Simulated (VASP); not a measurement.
# Re (P6_3/mmc) in VASP: further runs, part 2 of 2

VASP 6.6.1. Earlier steps stand in the parts before.

## (3) Single point, LDA (13.90 Å³/atom)

This run uses another cell than the first one, of 13.90 Å³/atom.

Input file INCAR:

```
PREC = Accurate
ENCUT = 520
EDIFF = 1E-6
ISMEAR = 0
SIGMA = 0.1
LREAL = F
LASPH = T
NELM = 100
ALGO = Normal
ISIF = 2
LWAVE = F
LCHARG = F
GGA = CA
NBANDS = 14
```

Input file KPOINTS:

```
regular mesh
0
Gamma
  18 18 10
```

Input file POSCAR:

```
Re
1.0
    2.7097694862      0.0000000000      0.0000000000
   -1.3548847431      2.3467292134      0.0000000000
    0.0000000000      0.0000000000      4.3720101862
Re
2
Direct
    0.3333333333      0.6666666667      0.2500000000
    0.6666666667      0.3333333333      0.7500000000
```

Potentials or basis: VASP PAW LDA potentials, release 64 (Re).

Started as:

```
$ cat potpaw_LDA.64/Re/POTCAR > POTCAR
$ mpirun -np 1 vasp_std > vasp.out
```

OUTCAR:

```text
PREC = Accurate
   ENCUT = 520
   EDIFF = 1E-6
   ISMEAR = 0
   LREAL = F
   LASPH = T
   NELM = 100
   ISIF = 2
   GGA = CA

 ion  position               nearest neighbor table
   1  0.333  0.667  0.250-   2 2.69   2 2.69   2 2.69   2 2.69   2 2.69   2 2.69
   2  0.667  0.333  0.750-   1 2.69   1 2.69   1 2.69   1 2.69   1 2.69   1 2.69

  LATTYP: Found a hexagonal cell.
 ALAT       =     2.7097694862
 C/A-ratio  =     1.6134251302

  Lattice vectors:

 A1 = (   2.7097694862,   0.0000000000,   0.0000000000)
 A2 = (  -1.3548847431,   2.3467292134,   0.0000000000)
 A3 = (   0.0000000000,   0.0000000000,   4.3720101862)

Analysis of symmetry for initial positions (statically):
=====================================================================
 Subroutine PRICEL returns:
 Original cell was already a primitive cell.

 Routine SETGRP: Setting up the symmetry group for a
 hexagonal supercell.

 Subroutine GETGRP returns: Found 24 space group operations
 (whereof 12 operations were pure point group operations)
 out of a pool of 24 trial point group operations.

The static configuration has the point symmetry D_3d.
 The point group associated with its full space group is D_6h.

Analysis of symmetry for dynamics (positions and initial velocities):
=====================================================================
 Subroutine PRICEL returns:
 Original cell was already a primitive cell.

 Routine SETGRP: Setting up the symmetry group for a
 hexagonal supercell.

 Subroutine GETGRP returns: Found 24 space group operations
 (whereof 12 operations were pure point group operations)
 out of a pool of 24 trial point group operations.

The dynamic configuration has the point symmetry D_3d.
 The point group associated with its full space group is D_6h.

 Subroutine INISYM returns: Found 24 space group operations
 (whereof 12 operations are pure point group operations),
 and found     1 'primitive' translations

----------------------------------------------------------------------------------------

[... 123 lines left out ...]
 non-spin polarized calculation
 Gauss-broadening in eV      SIGMA  =   0.10
  energy-cutoff  :      520.00
  volume of cell :       27.80
 maximum number of plane-waves:       772
   NGX = 11   NGY = 11   NGZ = 17

 number of electron      13.9999999 magnetization

 Free energy of the ion-electron system (eV)
  ---------------------------------------------------
  ext. energy  EPLUGINS =         0.00000000
  ---------------------------------------------------
  free energy    TOTEN  =       -27.48690329 eV

  energy without entropy =      -27.47930199  energy(sigma->0) =      -27.48310264

 E-fermi :   8.5776     XC(G=0): -14.1499

 val. band max:        8.5738580020   @ k =   0.3889   0.2222   0.3000
 cond. band min:       8.5792017434   @ k =   0.4444   0.1111   0.2000
 fundamental gap:      0.0053437413
 Fermi energy:         8.5776016819

 k-point     1 :       0.0000    0.0000    0.0000
  band No.  band energies     occupation
      1      -1.5994      2.00000
      2       1.5451      2.00000
      3       6.8183      2.00000
      4       6.8183      2.00000
      5       6.8377      2.00000
      6       7.7379      2.00000
      7       7.7379      2.00000
      8       8.7343      0.02672
      9       8.7343      0.02672
     10       9.4774      0.00000
     11      12.1966      0.00000
     12      12.1966      0.00000
     13      19.3993      0.00000
     14      22.8562      0.00000
[... 377 lines left out ...]
      1       2.6136      2.00000
      2       2.8084      2.00000
      3       3.0306      2.00000
      4       6.2785      2.00000
      5       6.2873      2.00000
      6       7.1296      2.00000
      7       7.9244      2.00000
      8      12.0488      0.00000
      9      12.6920      0.00000
     10      13.0289      0.00000
     11      14.7303      0.00000
     12      17.6844      0.00000
     13      19.4600      0.00000
     14      20.4225      0.00000

 [... further k-points ...]

------------------------ aborting loop because EDIFF is reached ----------------------------------------

  FORCE on cell =-STRESS in cart. coord.  units (eV):
  Direction    XX          YY          ZZ          XY          YZ          ZX
  --------------------------------------------------------------------------------------
  -------------------------------------------------------------------------------------
  Total        2.6470481      2.6470481      2.6276157      0.0000000      0.0000000      0.0000000
  in kB      152.5442776    152.5442776    151.4244291      0.0000000      0.0000000      0.0000000
  external PRESSURE =     152.1709948 kB  Pullay stress =       0.0000000 kB

 VOLUME and BASIS-vectors are now :
 -----------------------------------------------------------------------------
  energy-cutoff  :      520.00
  volume of cell :       27.80
      direct lattice vectors                 reciprocal lattice vectors
     2.709769486  0.000000000  0.000000000     0.369035080  0.213062503  0.000000000
    -1.354884743  2.346729213  0.000000000     0.000000000  0.426125006  0.000000000
     0.000000000  0.000000000  4.372010186     0.000000000  0.000000000  0.228727738

 POSITION                                       TOTAL-FORCE (eV/Angst)
 -----------------------------------------------------------------------------------
     -0.00000      1.56449      1.09300         0.000000      0.000000      0.000000
      1.35488      0.78224      3.27901        -0.000000     -0.000000      0.000000
 -----------------------------------------------------------------------------------
    total drift:                               -0.000000      0.000000     -0.000000

  FREE ENERGIE OF THE ION-ELECTRON SYSTEM (eV)
  ---------------------------------------------------
  free  energy   TOTEN  =       -27.4869032889 eV

  energy  without entropy=      -27.4793019944  energy(sigma->0) =      -27.48310264
```

OSZICAR:

```text
N       E                     dE             d eps       ncg     rms          rms(c)
DAV:   1     0.864648995798E+02    0.86465E+02   -0.61126E+03  7414   0.103E+03
DAV:   2    -0.226430038347E+02   -0.10911E+03   -0.91549E+02  9632   0.353E+02
DAV:   3    -0.287875191552E+02   -0.61445E+01   -0.55167E+01 10584   0.110E+02
DAV:   4    -0.288685602957E+02   -0.81041E-01   -0.80104E-01  8978   0.780E+00
DAV:   5    -0.288689839183E+02   -0.42362E-03   -0.42355E-03 10460   0.106E+00    0.474E+01
DAV:   6    -0.278499538776E+02    0.10190E+01   -0.71497E-01 10664   0.135E+01    0.213E+01
DAV:   7    -0.274967675241E+02    0.35319E+00   -0.53364E-01 10722   0.113E+01    0.466E-01
DAV:   8    -0.274882412317E+02    0.85263E-02   -0.45936E-03  9622   0.566E-01    0.147E-01
DAV:   9    -0.274868917684E+02    0.13495E-02   -0.54458E-04  9116   0.211E-01    0.448E-02
DAV:  10    -0.274869049607E+02   -0.13192E-04   -0.53028E-05 10170   0.598E-02    0.246E-02
DAV:  11    -0.274869032728E+02    0.16879E-05   -0.58262E-07  6192   0.120E-02    0.336E-03
DAV:  12    -0.274869032889E+02   -0.16185E-07   -0.17182E-07  4728   0.995E-03
   1 F= -.27486903E+02 E0= -.27483103E+02  d E =-.760129E-02
```

stdout:

```text
POSCAR found type information on POSCAR Re
 POSCAR found :  1 types and       2 ions
 scaLAPACK will be used
 LDA part: xc-table for (Slater(with rela. corr.)+CA(PZ))
 , standard interpolation
 POSCAR, INCAR and KPOINTS ok, starting setup
 FFT: planning ... GRIDC
 FFT: planning ... GRID_SOFT
 FFT: planning ... GRID
 WAVECAR not read
 entering main loop
```

Wall time 1.9 min (1 thread of Intel Xeon 8259CL, shared host); peak memory 0.19 GiB.

Results:

```
Free energy            : -27.4869 eV
Pressure               : 15.2 GPa
Band gap on the k mesh : zero (bands 7 and 8 overlap by 3.66 eV)
```

Caveat: the cell stands under pressure; spin-orbit coupling is left out, which moves the levels of the heavy elements.

## (4) Single point, LDA

This run uses another cell than the first one, of 14.33 Å³/atom.

Input file INCAR:

```
SYSTEM = Re
  PREC = Accurate
  ENCUT = 520
  EDIFF = 1E-6
  ISMEAR = 0
  SIGMA = 0.1
  LREAL = .FALSE.
  LASPH = .TRUE.
  NELM = 100
  ALGO = Normal
  ISIF = 2
  LWAVE = .FALSE.
  LCHARG = .FALSE.
  GGA = CA
  NBANDS = 14
```

Input file KPOINTS:

```
Automatic mesh
0
G
  18 18 10
  0 0 0
```

Input file POSCAR:

```
Re
1.0
    2.7374221051      0.0000000000      0.0000000000
   -1.3687110526      2.3706770839      0.0000000000
    0.0000000000      0.0000000000      4.4166256165
Re
2
Direct
    0.3333333333      0.6666666667      0.2500000000
    0.6666666667      0.3333333333      0.7500000000
```

Started as:

```
$ cat potpaw_LDA.64/Re/POTCAR > POTCAR
$ mpirun -np 1 vasp_std > vasp.out
```

Wall time 95 s (1 thread of Intel Xeon 8259CL, shared host); peak memory 0.19 GiB.

It converged, with:

```
Free energy            : -27.5316 eV
Pressure               : 1.5 GPa
Band gap on the k mesh : zero (bands 7 and 8 overlap by 3.46 eV)
```

Stress tensor (GPa, compression positive):
```
1.61 0.00 0.00
0.00 1.61 0.00
0.00 0.00 1.42
```

Levels at points of the mesh, in eV from the Fermi level:
| k point | band 4 | band 5 | band 6 | band 7 | band 8 | band 9 | band 10 | band 11 |
| --- | --- | --- | --- | --- | --- | --- | --- | --- |
| (0.00, 0.00, 0.00) | -1.67 | -1.65 | -0.79 | -0.79 | 0.16 | 0.16 | 0.82 | 3.48 |
| (0.50, 0.00, 0.00) | -2.05 | -1.66 | -1.39 | -0.60 | 4.11 | 4.55 | 4.68 | 6.33 |
| (0.00, 0.00, 0.50) | -2.43 | -1.80 | -1.80 | -1.80 | -1.80 | 2.64 | 2.64 | 2.64 |
| (0.50, 0.00, 0.50) | -4.25 | 0.39 | 0.39 | 1.07 | 1.07 | 4.44 | 4.44 | 4.99 |

Caveat: spin-orbit coupling is left out, which moves the levels of the heavy elements.

## (5) Single point, LDA (14.76 Å³/atom)

This run uses another cell than the first one, of 14.76 Å³/atom.

Input file INCAR:

```
ALGO = Normal ; EDIFF = 1E-7
ENCUT = 520 ; GGA = CA
ISIF = 2 ; ISMEAR = 0
LASPH = T ; LCHARG = T
LELF = T ; LREAL = F
LVHAR = T ; LWAVE = F
NBANDS = 14 ; NELM = 80
PREC = Accurate ; SIGMA = 0.1
```

Input file KPOINTS:

```
k-points
0
Gamma
  18 18 10
```

Input file POSCAR:

```
Re
1.0
    2.7645270570      0.0000000000      0.0000000000
   -1.3822635285      2.3941506608      0.0000000000
    0.0000000000      0.0000000000      4.4603574271
Re
2
Direct
    0.3333333333      0.6666666667      0.2500000000
    0.6666666667      0.3333333333      0.7500000000
```

Potentials or basis: VASP PAW LDA potentials, release 64 (Re).

Started as:

```
$ cat potpaw_LDA.64/Re/POTCAR > POTCAR
$ mpirun -np 1 vasp_std > vasp.out
```

OUTCAR:

```text
EDIFF = 1E-7
   ENCUT = 520
   GGA = CA
   ISIF = 2
   ISMEAR = 0
   LASPH = T
   LREAL = F
   NELM = 80
   PREC = Accurate

 ion  position               nearest neighbor table
   1  0.333  0.667  0.250-   2 2.74   2 2.74   2 2.74   2 2.74   2 2.74   2 2.74
   2  0.667  0.333  0.750-   1 2.74   1 2.74   1 2.74   1 2.74   1 2.74   1 2.74

  LATTYP: Found a hexagonal cell.
 ALAT       =     2.7645270570
 C/A-ratio  =     1.6134251303

  Lattice vectors:

[... 596 lines left out ...]
 [... further k-points ...]

------------------------ aborting loop because EDIFF is reached ----------------------------------------

  FORCE on cell =-STRESS in cart. coord.  units (eV):
  Direction    XX          YY          ZZ          XY          YZ          ZX
  --------------------------------------------------------------------------------------
  -------------------------------------------------------------------------------------
  Total       -1.8361531     -1.8361531     -1.8828017      0.0000000     -0.0000000      0.0000000
  in kB      -99.6500440    -99.6500440   -102.1817121      0.0000000     -0.0000000      0.0000000
  external PRESSURE =    -100.4939334 kB  Pullay stress =       0.0000000 kB

 VOLUME and BASIS-vectors are now :
 -----------------------------------------------------------------------------
  energy-cutoff  :      520.00
  volume of cell :       29.52
      direct lattice vectors                 reciprocal lattice vectors
     2.764527057  0.000000000  0.000000000     0.361725525  0.208842329  0.000000000
    -1.382263529  2.394150661  0.000000000     0.000000000  0.417684658  0.000000000
     0.000000000  0.000000000  4.460357427     0.000000000  0.000000000  0.224197279

 POSITION                                       TOTAL-FORCE (eV/Angst)
 -----------------------------------------------------------------------------------
     -0.00000      1.59610      1.11509         0.000000     -0.000000      0.000000
      1.38226      0.79805      3.34527        -0.000000      0.000000      0.000000
 -----------------------------------------------------------------------------------
    total drift:                               -0.000000      0.000000     -0.000000

  FREE ENERGIE OF THE ION-ELECTRON SYSTEM (eV)
  ---------------------------------------------------
  free  energy   TOTEN  =       -27.5086321900 eV

  energy  without entropy=      -27.5000205145  energy(sigma->0) =      -27.50432635
```

stdout:

```text
POSCAR found type information on POSCAR Re
 POSCAR found :  1 types and       2 ions
 scaLAPACK will be used
 LDA part: xc-table for (Slater(with rela. corr.)+CA(PZ))
 , standard interpolation
 POSCAR, INCAR and KPOINTS ok, starting setup
 FFT: planning ... GRIDC
 FFT: planning ... GRID_SOFT
 FFT: planning ... GRID
 WAVECAR not read
 entering main loop
```

It took 2 min on 1 thread of Intel Xeon 8259CL, shared host; peak memory 0.21 GiB.

What came out:

- Free energy: -27.5086 eV
- Pressure: -10.0 GPa
- Band gap on the k mesh: zero (bands 7 and 8 overlap by 3.28 eV)

Caveat: the cell stands under tension; spin-orbit coupling is left out, which moves the levels of the heavy elements.

## (6) The runs side by side

| cell | gap on the mesh (eV) | pressure (GPa) |
| --- | --- | --- |
| a = 2.681, b = 2.681, c = 4.327 Å, angles 90.0, 90.0, 120.0°, 2 atoms | none | 31.3 |
| a = 2.710, b = 2.710, c = 4.372 Å, angles 90.0, 90.0, 120.0°, 2 atoms | none | 15.2 |
| a = 2.737, b = 2.737, c = 4.417 Å, angles 90.0, 90.0, 120.0°, 2 atoms | none | 1.5 |
| a = 2.765, b = 2.765, c = 4.460 Å, angles 90.0, 90.0, 120.0°, 2 atoms | none | -10.0 |

Alike in all rows: task single point; level LDA; potentials or basis VASP PAW LDA potentials, release 64 (Re); no spin polarisation; k mesh 18 × 18 × 10; cutoff (eV) 520; smearing gaussian 0.1 eV.

Caveats: spin-orbit coupling is left out, which moves the levels of the heavy elements; the cell stands under pressure (at least some runs); the cell stands under tension (at least some runs).

Total energies depend on the potentials used, so only differences within one code and one set of settings carry meaning.
